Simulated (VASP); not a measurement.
# HfO2 (Fm-3m) in VASP: notebook

Runs on HfO2. Level: r2SCAN. Tasks: relaxation of the atoms, single point.

Program: VASP 6.6.1. These are calculated values, not measurements. Logs are shortened: lines on timing, memory, paths and dates and some standing lists are left out, and cuts for length are marked.

**1. The cell of the first run**

Symmetry: Fm-3m, No. 225, cubic system. Conventional cell: a = 5.158 Å, b = 5.158 Å, c = 5.158 Å, α = 90.00°, β = 90.00°, γ = 90.00°. Within 3.0 Å of Hf (site symmetry m-3m) lie 8 O at 2.23 Å. Within 3.0 Å of O (site symmetry -43m) lie 4 Hf at 2.23 Å and 6 O at 2.58 Å.

**2. Relaxation of the atoms, r2SCAN**

Input file POSCAR:

```
HfO2
1.0
    0.0000000000      2.5790027200      2.5790027200
    2.5790027200      0.0000000000      2.5790027200
    2.5790027200      2.5790027200      0.0000000000
Hf O
1 2
Direct
    0.0000000000      0.0000000000      0.0000000000
    0.2500000000      0.2500000000      0.2500000000
    0.7500000000      0.7500000000      0.7500000000
```

Input file INCAR.step1:

```
ALGO     = Normal         # electronic algorithm
EDIFF    = 1E-4           # SCF threshold, eV
ENCUT    = 520            # plane-wave cutoff, eV
GGA      = PE             # functional
ISMEAR   = -1             # smearing method
LASPH    = T              # aspherical terms in the spheres
LCHARG   = F              # write CHGCAR
LREAL    = F              # projectors in reciprocal space
LWAVE    = T              # write WAVECAR
NELM     = 100            # most SCF steps
PREC     = Accurate       # precision mode
SIGMA    = 0.02           # smearing width, eV
```

Input file INCAR.step2:

```
ALGO     = Normal         # electronic algorithm
EDIFF    = 1E-6           # SCF threshold, eV
EDIFFG   = -0.01          # ionic threshold
ENCUT    = 520            # plane-wave cutoff, eV
IBRION   = 2              # ionic algorithm
ISIF     = 2              # what is computed and relaxed
ISMEAR   = -1             # smearing method
ISTART   = 1            
LASPH    = T              # aspherical terms in the spheres
LCHARG   = F              # write CHGCAR
LMIXTAU  = T            
LREAL    = F              # projectors in reciprocal space
LWAVE    = F              # write WAVECAR
METAGGA  = R2SCAN         # meta-GGA
NELM     = 100            # most SCF steps
NSW      = 50             # ionic steps
PREC     = Accurate       # precision mode
SIGMA    = 0.02           # smearing width, eV
```

Input file KPOINTS:

```
k-points
0
Gamma
  10 10 10
```

Potentials or basis: VASP PAW PBE potentials, release 64 (Hf_pv, O).

On the command line:

```
> cat potpaw_PBE.64/Hf_pv/POTCAR potpaw_PBE.64/O/POTCAR > POTCAR
> cp INCAR.step1 INCAR
> mpirun -np 1 vasp_std > vasp.out
> cp INCAR.step2 INCAR
> mpirun -np 1 vasp_std > vasp.out
```

OUTCAR:

```text
EDIFF = 1E-6
   EDIFFG = -0.01
   ENCUT = 520
   IBRION = 2
   ISIF = 2
   ISMEAR = -1
   ISTART = 1
   LASPH = T
   LREAL = F
   METAGGA = R2SCAN
   NELM = 100
   NSW = 50
   PREC = Accurate

 ion  position               nearest neighbor table
   1  0.000  0.000  0.000-   3 2.23   3 2.23   3 2.23   2 2.23   3 2.23   2 2.23   2 2.23   2 2.23

   2  0.250  0.250  0.250-   1 2.23   1 2.23   1 2.23   1 2.23
   3  0.750  0.750  0.750-   1 2.23   1 2.23   1 2.23   1 2.23

  LATTYP: Found a face centered cubic cell.
 ALAT       =     5.1580054400

  Lattice vectors:

 A1 = (   0.0000000000,   2.5790027200,   2.5790027200)
 A2 = (   2.5790027200,   0.0000000000,   2.5790027200)
 A3 = (   2.5790027200,   2.5790027200,   0.0000000000)

Analysis of symmetry for initial positions (statically):
=====================================================================
 Subroutine PRICEL returns:
 Original cell was already a primitive cell.

 Routine SETGRP: Setting up the symmetry group for a
 face centered cubic supercell.

 Subroutine GETGRP returns: Found 48 space group operations
 (whereof 48 operations were pure point group operations)
 out of a pool of 48 trial point group operations.

The static configuration has the point symmetry O_h .

Analysis of symmetry for dynamics (positions and initial velocities):
=====================================================================
 Subroutine PRICEL returns:
 Original cell was already a primitive cell.

 Routine SETGRP: Setting up the symmetry group for a
 face centered cubic supercell.

 Subroutine GETGRP returns: Found 48 space group operations
 (whereof 48 operations were pure point group operations)
 out of a pool of 48 trial point group operations.

The dynamic configuration has the point symmetry O_h .

 Subroutine INISYM returns: Found 48 space group operations
 (whereof 48 operations are pure point group operations),
 and found     1 'primitive' translations

----------------------------------------------------------------------------------------

                                     Primitive cell

  volume of cell :      34.3072

  direct lattice vectors                    reciprocal lattice vectors
     0.000000000  2.579002720  2.579002720    -0.193873390  0.193873390  0.193873390
     2.579002720  0.000000000  2.579002720     0.193873390 -0.193873390  0.193873390
     2.579002720  2.579002720  0.000000000     0.193873390  0.193873390 -0.193873390
[... 92 lines left out ...]
   ISIF   =      2    stress and relaxation
   ISYM   =      2    0-nonsym 1-usesym 2-fastsym
   POTIM  = 0.5000    time-step for ionic-motion
   TEBEG  =    0.0;   TEEND  =   0.0 temperature during run
   PSTRESS=    0.0 pullay stress
   NELECT =      22.0000    total number of electrons
   NUPDOWN=      -1.0000    fix difference up-down
   EMIN   =  10.00;   EMAX   =-10.00  energy-range for DOS
   EFERMI =   0.00;   METHOD = LEGACY
   ISMEAR =    -1;   SIGMA  =   0.02  broadening in eV -4-tet -1-fermi 0-gaus
   EFERMI_NEDOS =   21; number of points for ismear=-14 and -15
   IALGO  =     38    algorithm
   IMIX   =      4    mixing-type and parameters
     AMIX     =   0.40;   BMIX     =  1.00
     AMIX_MAG =   1.60;   BMIX_MAG =  1.00
  volume/ion in A,a.u.               =      11.44        77.17
  Fermi-wavevector in a.u.,A,eV,Ry     =   1.411737  2.667797 27.116446  1.993003
  Thomas-Fermi vector in A             =   2.533558
   LORBIT       =      0    0 simple, 1 ext, 2 COOP (PROOUT), +10 PAW based schemes
   METAGGA = R2SCAN    functional components
   LHFCALC =     F    Hartree Fock is set to
   AEXX    =    0.0000 exact exchange contribution
   IVDW    =     0    specifies the selected vdW correction
   LEPSILON=     F    determine dielectric tensor
   LRPA    =     F    only Hartree local field effects (RPA)
 conjugate gradient relaxation of ions
 non-spin polarized calculation
  energy-cutoff  :      520.00
  volume of cell :       34.31
 maximum number of plane-waves:       941
   NGX = 13   NGY = 13   NGZ = 13

 number of electron      21.9999996 magnetization

 Free energy of the ion-electron system (eV)
  ---------------------------------------------------
  ext. energy  EPLUGINS =         0.00000000
  ---------------------------------------------------
  free energy    TOTEN  =       -68.41666866 eV

  energy without entropy =      -68.41666866  energy(sigma->0) =      -68.41666866

 E-fermi :   3.8519     XC(G=0): -12.2807

 val. band max:        3.4825937441   @ k =   0.5000   0.5000   0.0000
 cond. band min:       7.6219499519   @ k =   0.5000   0.5000   0.0000
 fundamental gap:      4.1393562079
 Fermi energy:         3.8518535404

 k-point     1 :       0.0000    0.0000    0.0000
  band No.  band energies     occupation
      1     -27.4365      2.00000
      2     -27.4365      2.00000
      3     -27.4365      2.00000
      4     -15.9292      2.00000
      5     -13.1783      2.00000
      6      -1.6427      2.00000
      7      -1.6427      2.00000
      8      -1.6427      2.00000
      9       2.8708      2.00000
     10       2.8708      2.00000
     11       2.8708      2.00000
     12       7.7391      0.00000
     13       7.7391      0.00000
     14       9.5235      0.00000
[... 401 lines left out ...]
      2     -27.5235      2.00000
      3     -27.5102      2.00000
      4     -14.4870      2.00000
      5     -14.1132      2.00000
      6      -1.7389      2.00000
      7      -0.5217      2.00000
      8      -0.5074      2.00000
      9       2.0868      2.00000
     10       2.3763      2.00000
     11       2.3979      2.00000
     12       8.0623      0.00000
     13       8.8194      0.00000
     14      11.2157      0.00000
     15      11.6704      0.00000

 [... further k-points ...]
[... 5 lines left out ...]
  --------------------------------------------------------------------------------------
  -------------------------------------------------------------------------------------
  Total       -3.7289236     -3.7289236     -3.7289236      0.0000000      0.0000000      0.0000000
  in kB     -174.1440631   -174.1440631   -174.1440631      0.0000000      0.0000000      0.0000000
  external PRESSURE =    -174.1440631 kB  Pullay stress =       0.0000000 kB

 VOLUME and BASIS-vectors are now :
 -----------------------------------------------------------------------------
  energy-cutoff  :      520.00
  volume of cell :       34.31
      direct lattice vectors                 reciprocal lattice vectors
     0.000000000  2.579002720  2.579002720    -0.193873390  0.193873390  0.193873390
     2.579002720  0.000000000  2.579002720     0.193873390 -0.193873390  0.193873390
     2.579002720  2.579002720  0.000000000     0.193873390  0.193873390 -0.193873390

 POSITION                                       TOTAL-FORCE (eV/Angst)
 -----------------------------------------------------------------------------------
      0.00000      0.00000      0.00000        -0.000000     -0.000000     -0.000000
      1.28950      1.28950      1.28950         0.000000      0.000000      0.000000
      3.86850      3.86850      3.86850        -0.000000     -0.000000     -0.000000
 -----------------------------------------------------------------------------------
    total drift:                                0.000000      0.000000      0.000000

  FREE ENERGIE OF THE ION-ELECTRON SYSTEM (eV)
  ---------------------------------------------------
  free  energy   TOTEN  =       -68.4166686587 eV

  energy  without entropy=      -68.4166686587  energy(sigma->0) =      -68.41666866

 reached required accuracy - stopping structural energy minimisation
```

OSZICAR.step1:

```text
N       E                     dE             d eps       ncg     rms          rms(c)
DAV:   1     0.100469767549E+03    0.10047E+03   -0.12987E+04  1418   0.144E+03
DAV:   2    -0.322195090983E+02   -0.13269E+03   -0.12972E+03  1816   0.318E+02
DAV:   3    -0.360532064145E+02   -0.38337E+01   -0.38308E+01  1830   0.540E+01
DAV:   4    -0.360740503513E+02   -0.20844E-01   -0.20842E-01  1711   0.434E+00
DAV:   5    -0.360742397876E+02   -0.18944E-03   -0.18943E-03  1816   0.373E-01    0.429E+01
DAV:   6    -0.303554768743E+02    0.57188E+01   -0.31643E+01  1627   0.383E+01    0.401E+01
DAV:   7    -0.302346908528E+02    0.12079E+00   -0.83785E-01  1725   0.834E+00    0.279E+01
DAV:   8    -0.302030282037E+02    0.31663E-01   -0.31739E-01  1795   0.573E+00    0.621E+00
DAV:   9    -0.301881705497E+02    0.14858E-01   -0.54298E-02  1669   0.214E+00    0.166E+00
DAV:  10    -0.301883138212E+02   -0.14327E-03   -0.47848E-03  1885   0.539E-01    0.325E-01
DAV:  11    -0.301882824643E+02    0.31357E-04   -0.29223E-04  1587   0.139E-01
   1 F= -.30188282E+02 E0= -.30188282E+02  d E =-.124305E-12
```

Run time: 3.3 min. Hardware: 1 thread of AMD EPYC 7R13, shared host; peak memory 0.15 GiB.

What came out:

```yaml
Free_energy: -68.4167 eV
Pressure_after_relaxing: -17.4 GPa
Band_gap_on_the_k_mesh: 4.14 eV, direct
```

Final structure:
```xyz
3
Lattice="0.0000 2.5790 2.5790 2.5790 0.0000 2.5790 2.5790 2.5790 0.0000" Properties=species:S:1:pos:R:3 pbc="T T T"
Hf    0.0000    0.0000    0.0000
O     1.2895    1.2895    1.2895
O     3.8685    3.8685    3.8685
```

Caveat: the relaxation stopped at its first step, so nothing moved; the PAW data sets were made with another functional, which shifts forces and pressure a little; spin-orbit coupling is left out, which moves the levels of the heavy elements.

[end of part 1 of 2]
